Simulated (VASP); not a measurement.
The system is Bi.

```
Bi
1.0
     1.75770   -2.99145    0.00000
     1.75770    2.99145    0.00000
    -1.55596    0.00000    2.99559
Bi
1
Direct
  0.00000 0.00000 0.50000
```

| Quantity | Value |
| --- | --- |
| Program | VASP 6.6.1 |
| Task | relaxation of cell and atoms |
| Functional | PBE |
| Potentials or basis | VASP PAW PBE potentials, release 64 (Bi_d) |
| Cutoff | 600 eV |
| k mesh | 6 × 6 × 6 |
| Occupations | gaussian, width 0.1 eV |
| Spin | no spin polarisation |

At the start: pressure 0.1 GPa; volume 31.50 Å³/atom.

How do energy, volume and symmetry change on relaxing?

Over 9 steps the energy falls by 6.6 meV/atom and the volume is 31.42 Å³/atom (-0.3 %); space group I4/mmm (No. 139, to 0.05 Å).

Step by step:
```csv
step,energy change (eV),largest force (eV/Å),pressure (GPa),volume (Å³)
1,0.0000,0.0000,0.11,31.50
2,-0.0028,0.0000,-0.10,31.60
3,-0.0034,0.0000,-0.21,31.67
4,-0.0054,0.0000,-0.03,31.50
5,-0.0030,0.0000,0.82,30.99
6,-0.0064,0.0000,0.17,31.36
7,-0.0065,0.0000,0.27,31.30
8,-0.0063,0.0000,-0.27,31.58
9,-0.0066,0.0000,0.03,31.42
```

Final structure:
```xyz
1
Lattice="1.7615 -2.9859 -0.0601 1.7615 2.9859 -0.0601 -1.6630 0.0000 3.0434" Properties=species:S:1:pos:R:3 pbc="T T T"
Bi   -0.8315    0.0000    1.5217
```

Caveat: the k points lie up to 0.39 Å⁻¹ apart in the final cell.
